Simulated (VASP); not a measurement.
# HF in VASP: notebook

Runs on HF. Level: PBE. Tasks: single point.

Everything below comes from runs of VASP 6.6.1. Logs are shortened: lines on timing, memory, paths and dates and some standing lists are left out, and cuts for length are marked.

## 1. The cell of the first run

The cell holds a disordered packing, 20 atoms: a = 7.617 Å, b = 7.617 Å, c = 7.617 Å, α = 90.00°, β = 90.00°, γ = 90.00°.

## 2. Single point, PBE

Contents of INCAR:

```
SYSTEM = HF
PREC = Accurate
ENCUT = 520
EDIFF = 1E-6
ISMEAR = -1
SIGMA = 0.02
LREAL = Auto
LASPH = .True.
NELM = 100
ALGO = Normal
ISIF = 2
LWAVE = .False.
LCHARG = .False.
GGA = PE
NBANDS = 56
```

Contents of KPOINTS:

```
Automatic mesh
0
Gamma
  1 1 1
  0 0 0
```

Contents of POSCAR:

```
HF
1.0
    7.6174120000      0.0000000000      0.0000000000
    0.0000000000      7.6174120000      0.0000000000
    0.0000000000      0.0000000000      7.6174120000
F H
10 10
Direct
    0.1555125591      0.1877318835      0.7344406918
    0.2795309974      0.2982591451      0.2572119408
    0.4527676604      0.6531153280      0.3398780432
    0.6133826027      0.5076485504      0.7185067729
    0.6128716436      0.6706547942      0.0285456830
    0.1090959760      0.7170972356      0.4360080256
    0.8296941887      0.0389377239      0.1042620617
    0.6952868476      0.9939091351      0.4195193556
    0.8501817412      0.0060645565      0.7166795307
    0.2434114559      0.4499536025      0.9418202784
    0.0512870157      0.1206208543      0.7177036404
    0.2609620341      0.3495940563      0.1461043626
    0.5010652682      0.6505375187      0.2240988320
    0.5694271301      0.5469356336      0.6096889634
    0.5974240243      0.6079515217     -0.0789593704
    0.2221332712      0.6978369336      0.3879508718
    0.7951820332     -0.0104718409     -0.0041510413
    0.7485504789      1.0041692059      0.3058587748
    0.7941038930     -0.0016324260      0.6028088788
    0.1980406788      0.3686231879      0.8571332043
```

Potentials or basis: VASP PAW PBE potentials, release 64 (F, H).

On the command line:

```bash
$ cat potpaw_PBE.64/F/POTCAR potpaw_PBE.64/H/POTCAR > POTCAR
$ mpirun -np 1 vasp_gam > vasp.out
```

OUTCAR:

```text
SYSTEM = HF
   PREC = Accurate
   ENCUT = 520
   EDIFF = 1E-6
   ISMEAR = -1
   LREAL = Auto
   LASPH = .True.
   NELM = 100
   ISIF = 2
   GGA = PE

 ion  position               nearest neighbor table
   1  0.156  0.188  0.734-  11 0.95
   2  0.280  0.298  0.257-  12 0.94
   3  0.453  0.653  0.340-  13 0.96
   4  0.613  0.508  0.719-  14 0.94
   5  0.613  0.671  0.029-  15 0.96
   6  0.109  0.717  0.436-  16 0.95
[... 12 lines left out ...]
  19  0.794  0.998  0.603-   9 0.97
  20  0.198  0.369  0.857-  10 0.96

  LATTYP: Found a simple cubic cell.
 ALAT       =     7.6174120000

  Lattice vectors:

 A1 = (   7.6174120000,   0.0000000000,   0.0000000000)
 A2 = (   0.0000000000,   7.6174120000,   0.0000000000)
 A3 = (   0.0000000000,   0.0000000000,   7.6174120000)

Analysis of symmetry for initial positions (statically):
=====================================================================
 Subroutine PRICEL returns:
 Original cell was already a primitive cell.

 Routine SETGRP: Setting up the symmetry group for a
 simple cubic supercell.

 Subroutine GETGRP returns: Found  1 space group operations
 (whereof  1 operations were pure point group operations)
 out of a pool of 48 trial point group operations.

The static configuration has the point symmetry C_1 .

Analysis of symmetry for dynamics (positions and initial velocities):
=====================================================================
 Subroutine PRICEL returns:
 Original cell was already a primitive cell.

 Routine SETGRP: Setting up the symmetry group for a
 simple cubic supercell.

 Subroutine GETGRP returns: Found  1 space group operations
 (whereof  1 operations were pure point group operations)
 out of a pool of 48 trial point group operations.

The dynamic configuration has the point symmetry C_1 .

 Subroutine INISYM returns: Found  1 space group operations
 (whereof  1 operations are pure point group operations),
 and found     1 'primitive' translations

----------------------------------------------------------------------------------------

                                     Primitive cell

  volume of cell :     442.0001

  direct lattice vectors                    reciprocal lattice vectors
     7.617412000  0.000000000  0.000000000     0.131278182  0.000000000  0.000000000
     0.000000000  7.617412000  0.000000000     0.000000000  0.131278182  0.000000000
     0.000000000  0.000000000  7.617412000     0.000000000  0.000000000  0.131278182

  length of vectors
     7.617412000  7.617412000  7.617412000     0.131278182  0.131278182  0.131278182

  position of ions in fractional coordinates (direct lattice)
     0.155512559  0.187731883  0.734440692
     0.279530997  0.298259145  0.257211941
     0.452767660  0.653115328  0.339878043
     0.613382603  0.507648550  0.718506773
     0.612871644  0.670654794  0.028545683
     0.109095976  0.717097236  0.436008026
[... 12 lines left out ...]
     0.794103893  0.998367574  0.602808879
     0.198040679  0.368623188  0.857133204

  ion indices of the primitive-cell ions
   primitive index   ion index
                 1           1
                 2           2
                 3           3
                 4           4
                 5           5
                 6           6
[... 12 lines left out ...]
                19          19
                20          20

----------------------------------------------------------------------------------------

 KPOINTS: Automatic mesh

Automatic generation of k-mesh.
 Grid dimensions read from file:
 generate k-points for:    1    1    1

 Generating k-lattice:

  Cartesian coordinates                     Fractional coordinates (reciprocal lattice)
     0.131278182  0.000000000  0.000000000     1.000000000  0.000000000  0.000000000
     0.000000000  0.131278182  0.000000000     0.000000000  1.000000000  0.000000000
     0.000000000  0.000000000  0.131278182     0.000000000  0.000000000  1.000000000

  Length of vectors
     0.131278182  0.131278182  0.131278182

  Shift w.r.t. Gamma in fractional coordinates (k-lattice)
     0.000000000  0.000000000  0.000000000

 Subroutine IBZKPT returns following result:
 ===========================================

 Found      1 irreducible k-points:

 Following reciprocal coordinates:
            Coordinates               Weight
  0.000000  0.000000  0.000000      1.000000
   k-points           NKPTS =      1   k-points in BZ     NKDIM =      1   number of bands    NBANDS=     56
   number of dos      NEDOS =    301   number of ions     NIONS =     20
   total plane-waves  NPLWV = 216000
   dimension x,y,z NGX =    60 NGY =   60 NGZ =   60
   dimension x,y,z NGXF=   120 NGYF=  120 NGZF=  120
   ions per type =              10  10
   NGX,Y,Z   is equivalent  to a cutoff of  13.09, 13.09, 13.09 a.u.
   NGXF,Y,Z  is equivalent  to a cutoff of  26.19, 26.19, 26.19 a.u.
 SYSTEM =  HF
   PREC   = accura    normal or accurate (medium, high low for compatibility)
   ISTART =      0    job   : 0-new  1-cont  2-samecut
   ICHARG =      2    charge: 1-file 2-atom 10-const
   ISPIN  =      1    spin polarized calculation?
   LNONCOLLINEAR =      F non collinear calculations
   LSORBIT =      F    spin-orbit coupling
   LASPH  =      T    aspherical Exc in radial PAW
   ENCUT  =  520.0 eV  38.22 Ry    6.18 a.u.  14.16 14.16 14.16*2*pi/ulx,y,z
   NELM   =    100;   NELMIN=  2; NELMDL= -5     # of ELM steps
   EDIFF  = 0.1E-05   stopping-criterion for ELM
   LREAL  =      T    real-space projection
   EDIFFG = 0.1E-04   stopping-criterion for IOM
   NSW    =      0    number of steps for IOM
[... 5 lines left out ...]
   TEBEG  =    0.0;   TEEND  =   0.0 temperature during run
   PSTRESS=    0.0 pullay stress
   NELECT =      80.0000    total number of electrons
   NUPDOWN=      -1.0000    fix difference up-down
   EMIN   =  10.00;   EMAX   =-10.00  energy-range for DOS
   EFERMI =   0.00;   METHOD = LEGACY
   ISMEAR =    -1;   SIGMA  =   0.02  broadening in eV -4-tet -1-fermi 0-gaus
   EFERMI_NEDOS =   21; number of points for ismear=-14 and -15
   IALGO  =     38    algorithm
   IMIX   =      4    mixing-type and parameters
     AMIX     =   0.40;   BMIX     =  1.00
     AMIX_MAG =   1.60;   BMIX_MAG =  1.00
  volume/ion in A,a.u.               =      22.10       149.14
  Fermi-wavevector in a.u.,A,eV,Ry     =   0.926042  1.749966 11.667729  0.857554
  Thomas-Fermi vector in A             =   2.051962
   LORBIT       =      0    0 simple, 1 ext, 2 COOP (PROOUT), +10 PAW based schemes
   GGA     = PE    functional components
   LHFCALC =     F    Hartree Fock is set to
   AEXX    =    0.0000 exact exchange contribution
   IVDW    =     0    specifies the selected vdW correction
   LEPSILON=     F    determine dielectric tensor
   LRPA    =     F    only Hartree local field effects (RPA)
 non-spin polarized calculation
  energy-cutoff  :      520.00
  volume of cell :      442.00
 maximum number of plane-waves:      5919
 NGX is ok and might be reduce to    60
   NGX = 29   NGY = 29   NGZ = 29

 number of electron      79.9999980 magnetization

 Free energy of the ion-electron system (eV)
  ---------------------------------------------------
  ext. energy  EPLUGINS =         0.00000000
  ---------------------------------------------------
  free energy    TOTEN  =       -81.96805386 eV

  energy without entropy =      -81.96805386  energy(sigma->0) =      -81.96805386

 E-fermi :  -6.4922     XC(G=0):  -4.7971

 val. band max:       -6.9870398906   @ k =   0.0000   0.0000   0.0000
 cond. band min:      -0.7692686423   @ k =   0.0000   0.0000   0.0000
 fundamental gap:      6.2177712483
 Fermi energy:        -6.4922227431

 k-point     1 :       0.0000    0.0000    0.0000
  band No.  band energies     occupation
      1     -29.4548      2.00000
      2     -29.4415      2.00000
      3     -29.1367      2.00000
      4     -29.0608      2.00000
      5     -28.8558      2.00000
      6     -28.7111      2.00000
[... 44 lines left out ...]
     51       4.3025      0.00000
     52       4.4471      0.00000
 [bands above 52 left out]

------------------------ aborting loop because EDIFF is reached ----------------------------------------

  FORCE on cell =-STRESS in cart. coord.  units (eV):
  Direction    XX          YY          ZZ          XY          YZ          ZX
  --------------------------------------------------------------------------------------
  -------------------------------------------------------------------------------------
  Total       -1.3354817     -1.0510123     -2.3617964     -0.0539903     -0.0747684      0.1828431
  in kB       -4.8409009     -3.8097461     -8.5611222     -0.1957058     -0.2710230      0.6627762
  external PRESSURE =      -5.7372564 kB  Pullay stress =       0.0000000 kB

 VOLUME and BASIS-vectors are now :
 -----------------------------------------------------------------------------
  energy-cutoff  :      520.00
  volume of cell :      442.00
      direct lattice vectors                 reciprocal lattice vectors
     7.617412000  0.000000000  0.000000000     0.131278182  0.000000000  0.000000000
     0.000000000  7.617412000  0.000000000     0.000000000  0.131278182  0.000000000
     0.000000000  0.000000000  7.617412000     0.000000000  0.000000000  0.131278182

 POSITION                                       TOTAL-FORCE (eV/Angst)
 -----------------------------------------------------------------------------------
      1.18460      1.43003      5.59454         0.198481      0.183723      0.051327
      2.12930      2.27196      1.95929         0.072939     -0.201125      0.373530
      3.44892      4.97505      2.58899        -0.062628      0.013600      0.213966
      4.67239      3.86697      5.47316         0.059589     -0.022084      0.218703
      4.66850      5.10865      0.21744        -0.029926      0.131651      0.218192
      0.83103      5.46243      3.32125        -0.061003      0.056377      0.006710
[... 12 lines left out ...]
      6.04902      7.60498      4.59184        -0.045971      0.003176     -0.257329
      1.50856      2.80795      6.52914        -0.014215     -0.222176     -0.054040
 -----------------------------------------------------------------------------------
    total drift:                               -0.000930      0.003185     -0.006586

  FREE ENERGIE OF THE ION-ELECTRON SYSTEM (eV)
  ---------------------------------------------------
  free  energy   TOTEN  =       -81.9680538610 eV

  energy  without entropy=      -81.9680538610  energy(sigma->0) =      -81.96805386
```

Wall time 62 s (1 thread of Intel Xeon 8259CL, shared host); peak memory 0.43 GiB.

What came out:

```yaml
Free_energy: -81.9681 eV
Pressure: -0.6 GPa
Largest_force: 0.502 eV/Å
```

Forces on the atoms (eV/Å):
```
F    0.198  0.184  0.051
F    0.073 -0.201  0.374
F   -0.063  0.014  0.214
F    0.060 -0.022  0.219
F   -0.030  0.132  0.218
F   -0.061  0.056  0.007
F    0.030  0.068  0.168
F   -0.019 -0.035  0.207
F    0.218  0.111  0.168
F   -0.032 -0.010  0.044
H   -0.323 -0.114  0.028
H   -0.081  0.211 -0.448
H    0.107 -0.022 -0.194
H   -0.128  0.098 -0.224
H   -0.055 -0.123 -0.232
H    0.115 -0.058 -0.014
H   -0.048 -0.084 -0.113
H    0.099  0.015 -0.161
H   -0.046  0.003 -0.257
H   -0.014 -0.222 -0.054
```

Levels at points of the mesh, in eV from the Fermi level:
| k point | band 38 | band 39 | band 40 | band 41 | band 42 | band 43 |
| --- | --- | --- | --- | --- | --- | --- |
| (0.00, 0.00, 0.00) | -0.69 | -0.52 | -0.49 | 5.72 | 7.65 | 8.30 |

Caveat: the k points lie up to 0.82 Å⁻¹ apart, too coarse for converged energies, forces and pressures.

## 3. Single point, PBE

Contents of INCAR:

```
PREC = Accurate
ENCUT = 520
EDIFF = 1E-6
ISMEAR = -1
SIGMA = 0.02
LREAL = Auto
LASPH = True
NELM = 80
ALGO = Normal
ISIF = 2
LWAVE = False
LCHARG = False
GGA = PE
NBANDS = 56
```

Contents of KPOINTS:

```
regular mesh
0
Gamma
  1 1 1
```

Contents of POSCAR:

```
HF
1.0
    7.6174120000      0.0000000000      0.0000000000
    0.0000000000      7.6174120000      0.0000000000
    0.0000000000      0.0000000000      7.6174120000
F H
10 10
Direct
    0.1103261843      0.1824504175      0.7620042083
    0.2274657062      0.2722315663      0.2474199899
    0.4126729656      0.6089469757      0.3060094426
    0.6301877856      0.5479157488      0.6964045006
    0.6208801624      0.6280085677      0.0156746149
    0.1148290259      0.7614528399      0.4918599650
    0.8815592487      0.0401842516      0.1502216238
    0.6939364708      1.0351022106      0.4641733964
    0.8542796425     -0.0400398456      0.7398707067
    0.2417750281      0.4429194587      0.9117532306
    0.0352350641      0.0774147440      0.7655749748
    0.2298418413      0.2562943950      0.1248455512
    0.4873308678      0.5816673694      0.2112003394
    0.5501212223      0.5363895244      0.6006633224
    0.5989960895      0.5931016991     -0.0959643511
    0.1701496519      0.6579399933      0.4321677756
    0.8784610836     -0.0870111791      0.1663425846
    0.6520718585      1.1271938553      0.3941364863
    0.8217357811     -0.0025993080      0.6299252292
    0.1992540249      0.3506834080      0.8386181554
```

Potentials or basis: VASP PAW PBE potentials, release 64 (F, H).

On the command line:

```bash
$ cat potpaw_PBE.64/F/POTCAR potpaw_PBE.64/H/POTCAR > POTCAR
$ mpirun -np 1 vasp_gam > vasp.out
```

It took 95 s on 1 thread of Intel Xeon 8259CL, shared host; peak memory 0.43 GiB.

The run converged. Its results:

```yaml
Free_energy: -80.7545 eV
Pressure: -0.3 GPa
Largest_force: 3.312 eV/Å
```

Forces in eV/Å, atoms in the order of the input:
```
F   -0.296 -0.884 -0.217
F    0.109 -0.172  0.153
F   -0.086 -0.006  0.743
F   -0.325 -0.211 -0.729
F    0.450  0.812  3.179
F    0.993 -2.124 -1.193
F   -0.045 -1.718  0.132
F   -0.194 -0.229  0.046
F    1.129 -0.479  2.053
F    0.299  0.102  0.133
H    0.068  0.644  0.065
H   -0.090  0.278 -0.055
H    0.173  0.110 -0.711
H    0.232  0.216  0.405
H   -0.512 -0.810 -2.729
H   -0.947  2.119  1.043
H    0.054  1.747 -0.221
H    0.067  0.156 -0.229
H   -0.814  0.536 -1.872
H   -0.262 -0.088  0.006
```

Stress tensor (GPa, compression positive):
```
-0.68  0.17  0.57
 0.17 -1.44 -0.05
 0.57 -0.05  1.27
```

Levels at points of the mesh, in eV from the Fermi level:
| k point | band 38 | band 39 | band 40 | band 41 | band 42 | band 43 |
| --- | --- | --- | --- | --- | --- | --- |
| (0.00, 0.00, 0.00) | -0.66 | -0.58 | -0.49 | 5.83 | 7.84 | 7.94 |

Caveat: the k points lie up to 0.82 Å⁻¹ apart, too coarse for converged energies, forces and pressures.
